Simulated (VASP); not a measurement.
# SrAuN2 (P-6m2) in VASP: single point with PBE

Aim: the single point of SrAuN2 with PBE.

Everything below comes from runs of VASP 6.6.1. Logs are shortened: lines on timing, memory, paths and dates and some standing lists are left out, and cuts for length are marked.

## 1. The cell of the first run

Symmetry: P-6m2, No. 187, hexagonal system. The conventional cell has a = 4.612 Å, b = 4.612 Å, c = 4.267 Å, α = 90.00°, β = 90.00°, γ = 120.00°. Within 4.0 Å of Sr (site symmetry -6m2) lie 12 N at 2.97 to 3.97 Å and 6 Au at 3.41 Å. Au (site symmetry -6m2) has 6 N at 2.78 Å and 6 Sr at 3.41 Å within 3.7 Å. N (site symmetry 3m) has 1 N at 1.63 Å within 2.2 Å.

The cell was built from a structure type or drawn by symmetry, and may not be a known phase.

## 2. Single point, PBE

File INCAR:

```
PREC = Accurate ; ENCUT = 520
EDIFF = 1E-6 ; ISMEAR = 0
SIGMA = 0.1 ; LREAL = F
LASPH = T ; NELM = 100
ALGO = Normal ; ISIF = 2
LWAVE = F ; LCHARG = T
GGA = PE ; LELF = T
LVHAR = T ; NBANDS = 24
```

File KPOINTS:

```
Automatic mesh
0
Gamma
  6 6 4
```

File POSCAR:

```
SrAuN2
1.0
    4.6124443900      0.0000000000      0.0000000000
   -2.3062221900      3.9944940200      0.0000000000
    0.0000000000      0.0000000000      4.2666164200
Sr Au N
1 1 2
Direct
    0.0000000000      0.0000000000      0.0000000000
    0.6666666700      0.3333333300      0.5000000000
    0.3333333300      0.6666666700      0.6906252500
    0.3333333300      0.6666666700      0.3093747500
```

Potentials or basis: VASP PAW PBE potentials, release 64 (Sr_sv, Au, N).

Launch:

```console
> cat potpaw_PBE.64/Sr_sv/POTCAR potpaw_PBE.64/Au/POTCAR potpaw_PBE.64/N/POTCAR > POTCAR
> mpirun -np 1 vasp_std > vasp.out
```

OUTCAR:

```text
PREC = Accurate
   ENCUT = 520
   EDIFF = 1E-6
   ISMEAR = 0
   LREAL = F
   LASPH = T
   NELM = 100
   ISIF = 2
   GGA = PE

 ion  position               nearest neighbor table
   1  0.000  0.000  0.000-   3 2.97   4 2.97   3 2.97   4 2.97   3 2.97   4 2.97   2 3.41   2 3.41
                             2 3.41   2 3.41   2 3.41   2 3.41
   2  0.667  0.333  0.500-   1 3.41   1 3.41   1 3.41   1 3.41   1 3.41   1 3.41
   3  0.333  0.667  0.691-   4 1.63   1 2.97   1 2.97   1 2.97
   4  0.333  0.667  0.309-   3 1.63   1 2.97   1 2.97   1 2.97

  LATTYP: Found a hexagonal cell.
 ALAT       =     4.6124443900
 C/A-ratio  =     0.9250228424

  Lattice vectors:

 A1 = (   4.6124443900,   0.0000000000,   0.0000000000)
 A2 = (  -2.3062221900,   3.9944940200,   0.0000000000)
 A3 = (   0.0000000000,   0.0000000000,   4.2666164200)

Analysis of symmetry for initial positions (statically):
=====================================================================
 Subroutine PRICEL returns:
 Original cell was already a primitive cell.

 Routine SETGRP: Setting up the symmetry group for a
 hexagonal supercell.

 Subroutine GETGRP returns: Found 12 space group operations
 (whereof 12 operations were pure point group operations)
 out of a pool of 24 trial point group operations.

The static configuration has the point symmetry D_3h.

Analysis of symmetry for dynamics (positions and initial velocities):
=====================================================================
 Subroutine PRICEL returns:
 Original cell was already a primitive cell.

 Routine SETGRP: Setting up the symmetry group for a
 hexagonal supercell.

 Subroutine GETGRP returns: Found 12 space group operations
 (whereof 12 operations were pure point group operations)
 out of a pool of 24 trial point group operations.

The dynamic configuration has the point symmetry D_3h.

 Subroutine INISYM returns: Found 12 space group operations
 (whereof 12 operations are pure point group operations),
 and found     1 'primitive' translations

----------------------------------------------------------------------------------------

                                     Primitive cell

  volume of cell :      78.6098

  direct lattice vectors                    reciprocal lattice vectors
     4.612444390  0.000000000  0.000000000     0.216804782  0.125172299  0.000000000
    -2.306222190  3.994494020  0.000000000     0.000000000  0.250344598  0.000000000
     0.000000000  0.000000000  4.266616420     0.000000000  0.000000000  0.234377760

  length of vectors
     4.612444390  4.612444392  4.266616420     0.250344598  0.250344598  0.234377760

  position of ions in fractional coordinates (direct lattice)
     0.000000000  0.000000000  0.000000000
     0.666666670  0.333333330  0.500000000
     0.333333330  0.666666670  0.690625250
     0.333333330  0.666666670  0.309374750

  ion indices of the primitive-cell ions
   primitive index   ion index
                 1           1
                 2           2
                 3           3
                 4           4

----------------------------------------------------------------------------------------

 KPOINTS: Automatic mesh

Automatic generation of k-mesh.
 Grid dimensions read from file:
 generate k-points for:    6    6    4

 Generating k-lattice:

  Cartesian coordinates                     Fractional coordinates (reciprocal lattice)
     0.036134130  0.020862050  0.000000000     0.166666667  0.000000000  0.000000000
     0.000000000  0.041724100  0.000000000     0.000000000  0.166666667  0.000000000
     0.000000000  0.000000000  0.058594440     0.000000000  0.000000000  0.250000000

  Length of vectors
     0.041724100  0.041724100  0.058594440

  Shift w.r.t. Gamma in fractional coordinates (k-lattice)
     0.000000000  0.000000000  0.000000000

 Subroutine IBZKPT returns following result:
 ===========================================

 Found     21 irreducible k-points:

 Following reciprocal coordinates:
            Coordinates               Weight
  0.000000  0.000000  0.000000      1.000000
  0.166667 -0.000000  0.000000      6.000000
  0.333333 -0.000000  0.000000      6.000000
  0.500000 -0.000000  0.000000      3.000000
  0.166667  0.166667  0.000000      6.000000
  0.333333  0.166667  0.000000     12.000000
[... 13 lines left out ...]
  0.333333  0.166667  0.500000     12.000000
  0.333333  0.333333  0.500000      2.000000
   k-points           NKPTS =     21   k-points in BZ     NKDIM =     21   number of bands    NBANDS=     24
   number of dos      NEDOS =    301   number of ions     NIONS =      4
   total plane-waves  NPLWV =  41472
   dimension x,y,z NGX =    36 NGY =   36 NGZ =   32
   dimension x,y,z NGXF=    72 NGYF=   72 NGZF=   64
   ions per type =               1   1   2
   NGX,Y,Z   is equivalent  to a cutoff of  12.98, 12.98, 12.47 a.u.
   NGXF,Y,Z  is equivalent  to a cutoff of  25.95, 25.95, 24.94 a.u.
 SYSTEM =  unknown system
   PREC   = accura    normal or accurate (medium, high low for compatibility)
   ISTART =      0    job   : 0-new  1-cont  2-samecut
   ICHARG =      2    charge: 1-file 2-atom 10-const
   ISPIN  =      1    spin polarized calculation?
   LNONCOLLINEAR =      F non collinear calculations
   LSORBIT =      F    spin-orbit coupling
   LASPH  =      T    aspherical Exc in radial PAW
   ENCUT  =  520.0 eV  38.22 Ry    6.18 a.u.   8.58  8.58  7.93*2*pi/ulx,y,z
   NELM   =    100;   NELMIN=  2; NELMDL= -5     # of ELM steps
   EDIFF  = 0.1E-05   stopping-criterion for ELM
   LREAL  =      F    real-space projection
   EDIFFG = 0.1E-04   stopping-criterion for IOM
   NSW    =      0    number of steps for IOM
   IBRION =     -1    ionic relax: 0-MD 1-quasi-New 2-CG
   NFREE  =      0    steps in history (QN), initial steepest desc. (CG)
   ISIF   =      2    stress and relaxation
   ISYM   =      2    0-nonsym 1-usesym 2-fastsym
   POTIM  = 0.5000    time-step for ionic-motion
   TEBEG  =    0.0;   TEEND  =   0.0 temperature during run
   PSTRESS=    0.0 pullay stress
   NELECT =      31.0000    total number of electrons
   NUPDOWN=      -1.0000    fix difference up-down
   EMIN   =  10.00;   EMAX   =-10.00  energy-range for DOS
   EFERMI =   0.00;   METHOD = LEGACY
   ISMEAR =     0;   SIGMA  =   0.10  broadening in eV -4-tet -1-fermi 0-gaus
   EFERMI_NEDOS =   21; number of points for ismear=-14 and -15
   IALGO  =     38    algorithm
   IMIX   =      4    mixing-type and parameters
     AMIX     =   0.40;   BMIX     =  1.00
     AMIX_MAG =   1.60;   BMIX_MAG =  1.00
  volume/ion in A,a.u.               =      19.65       132.62
  Fermi-wavevector in a.u.,A,eV,Ry     =   1.200521  2.268656 19.609417  1.441252
  Thomas-Fermi vector in A             =   2.336355
   LORBIT       =      0    0 simple, 1 ext, 2 COOP (PROOUT), +10 PAW based schemes
   GGA     = PE    functional components
   LHFCALC =     F    Hartree Fock is set to
   AEXX    =    0.0000 exact exchange contribution
   IVDW    =     0    specifies the selected vdW correction
   LEPSILON=     F    determine dielectric tensor
   LRPA    =     F    only Hartree local field effects (RPA)
 non-spin polarized calculation
 Gauss-broadening in eV      SIGMA  =   0.10
  energy-cutoff  :      520.00
  volume of cell :       78.61
 maximum number of plane-waves:      2152
 NGX is ok and might be reduce to    36
   NGX = 17   NGY = 17   NGZ = 15

 number of electron      30.9999998 magnetization

 Free energy of the ion-electron system (eV)
  ---------------------------------------------------
  ext. energy  EPLUGINS =         0.00000000
  ---------------------------------------------------
  free energy    TOTEN  =       -18.40397828 eV

  energy without entropy =      -18.37796310  energy(sigma->0) =      -18.39097069

 E-fermi :   3.3389     XC(G=0):  -9.7611

 val. band max:        3.3344070408   @ k =   0.3333   0.3333   0.5000
 cond. band min:       3.3422451350   @ k =   0.3333   0.1667   0.5000
 fundamental gap:      0.0078380942
 Fermi energy:         3.3389302955

 k-point     1 :       0.0000    0.0000    0.0000
  band No.  band energies     occupation
      1     -31.7356      2.00000
      2     -13.7698      2.00000
      3     -13.6741      2.00000
      4     -13.6741      2.00000
      5     -12.9443      2.00000
      6      -6.7450      2.00000
[... 16 lines left out ...]
     23       9.9910      0.00000
     24      10.2107      0.00000

 k-point     2 :       0.1667   -0.0000    0.0000
  band No.  band energies     occupation
      1     -31.7345      2.00000
      2     -13.7694      2.00000
      3     -13.7649      2.00000
      4     -13.6795      2.00000
      5     -12.8424      2.00000
      6      -6.7678      2.00000
[... 16 lines left out ...]
     23      10.1005      0.00000
     24      10.1720      0.00000

 k-point     3 :       0.3333   -0.0000    0.0000
  band No.  band energies     occupation
      1     -31.7325      2.00000
      2     -13.9109      2.00000
      3     -13.7551      2.00000
      4     -13.6901      2.00000
      5     -12.6896      2.00000
      6      -6.8148      2.00000
[... 16 lines left out ...]
     23       9.7529      0.00000
     24      10.1829      0.00000

 k-point     4 :       0.5000   -0.0000    0.0000
  band No.  band energies     occupation
      1     -31.7315      2.00000
      2     -13.9683      2.00000
      3     -13.7501      2.00000
      4     -13.6954      2.00000
      5     -12.6279      2.00000
      6      -6.8389      2.00000
[... 16 lines left out ...]
     23       9.9273      0.00000
     24      10.1898      0.00000

 k-point     5 :       0.1667    0.1667    0.0000
  band No.  band energies     occupation
      1     -31.7330      2.00000
      2     -13.8727      2.00000
      3     -13.7575      2.00000
      4     -13.6952      2.00000
      5     -12.7230      2.00000
      6      -6.8032      2.00000
[... 16 lines left out ...]
     23       9.8378      0.00000
     24      10.1906      0.00000

 k-point     6 :       0.3333    0.1667    0.0000
  band No.  band energies     occupation
      1     -31.7315      2.00000
      2     -13.9509      2.00000
      3     -13.7501      2.00000
      4     -13.7155      2.00000
      5     -12.6265      2.00000
      6      -6.8400      2.00000
[... 16 lines left out ...]
     23       9.7922      0.00000
     24      10.2213      0.00000
[... 298 lines left out ...]
 k-point    18 :       0.5000   -0.0000    0.5000
  band No.  band energies     occupation
      1     -31.7266      2.00000
      2     -13.8768      2.00000
      3     -13.7826      2.00000
      4     -13.6845      2.00000
      5     -12.6465      2.00000
      6      -7.7731      2.00000
[... 16 lines left out ...]
     23       9.7453      0.00000
     24      10.4121      0.00000

 k-point    19 :       0.1667    0.1667    0.5000
  band No.  band energies     occupation
      1     -31.7279      2.00000
      2     -13.9353      2.00000
      3     -13.7335      2.00000
      4     -13.6807      2.00000
      5     -12.5978      2.00000
      6      -7.8350      2.00000
[... 16 lines left out ...]
     23       9.8306      0.00000
     24      10.0331      0.00000

 k-point    20 :       0.3333    0.1667    0.5000
  band No.  band energies     occupation
      1     -31.7266      2.00000
      2     -13.8780      2.00000
      3     -13.7708      2.00000
      4     -13.6968      2.00000
      5     -12.6444      2.00000
      6      -7.7708      2.00000
[... 16 lines left out ...]
     23       9.7937      0.00000
     24      10.1894      0.00000

 k-point    21 :       0.3333    0.3333    0.5000
  band No.  band energies     occupation
      1     -31.7261      2.00000
      2     -13.8596      2.00000
      3     -13.7696      2.00000
      4     -13.7162      2.00000
      5     -12.6581      2.00000
      6      -7.7470      2.00000
[... 16 lines left out ...]
     23       9.9651      0.00000
     24      10.0216      0.00000

------------------------ aborting loop because EDIFF is reached ----------------------------------------

  FORCE on cell =-STRESS in cart. coord.  units (eV):
  Direction    XX          YY          ZZ          XY          YZ          ZX
  --------------------------------------------------------------------------------------
  -------------------------------------------------------------------------------------
  Total       -4.7149828     -4.7149828     -7.7307823     -0.0000000     -0.0000000      0.0000000
  in kB      -96.0979611    -96.0979614   -157.5641859     -0.0000001     -0.0000000      0.0000000
  external PRESSURE =    -116.5867028 kB  Pullay stress =       0.0000000 kB

 VOLUME and BASIS-vectors are now :
 -----------------------------------------------------------------------------
  energy-cutoff  :      520.00
  volume of cell :       78.61
      direct lattice vectors                 reciprocal lattice vectors
     4.612444390  0.000000000  0.000000000     0.216804782  0.125172299  0.000000000
    -2.306222190  3.994494020  0.000000000     0.000000000  0.250344598  0.000000000
     0.000000000  0.000000000  4.266616420     0.000000000  0.000000000  0.234377760

 POSITION                                       TOTAL-FORCE (eV/Angst)
 -----------------------------------------------------------------------------------
      0.00000      0.00000      0.00000         0.000000     -0.000000      0.000000
      2.30622      1.33150      2.13331         0.000000     -0.000000      0.000000
     -0.00000      2.66300      2.94663        -0.000000      0.000000     -5.258237
     -0.00000      2.66300      1.31998        -0.000000      0.000000      5.258237
 -----------------------------------------------------------------------------------
    total drift:                                0.000025     -0.000015      0.000000

  FREE ENERGIE OF THE ION-ELECTRON SYSTEM (eV)
  ---------------------------------------------------
  free  energy   TOTEN  =       -18.4039782787 eV

  energy  without entropy=      -18.3779630983  energy(sigma->0) =      -18.39097069
```

Run time: 70 s. Hardware: 1 thread of Intel Xeon 8259CL, shared host; peak memory 0.22 GiB.

What came out:

```
Free energy            : -18.4040 eV
Pressure               : -11.7 GPa
Largest force          : 5.258 eV/Å
Band gap on the k mesh : zero (an odd number of electrons rules out a gap without spin polarisation)
```

Forces in eV/Å, atoms in the order of the input:
```
Sr   0.000  0.000  0.000
Au   0.000  0.000  0.000
N    0.000  0.000 -5.258
N    0.000  0.000  5.258
```

Caveat: the k points lie up to 0.37 Å⁻¹ apart, too coarse for converged energies and pressures of a metal; spin-orbit coupling is left out, which moves the levels of the heavy elements; forces of over 1 eV/Å act on the atoms, so gaps and moduli don't describe the material at rest.
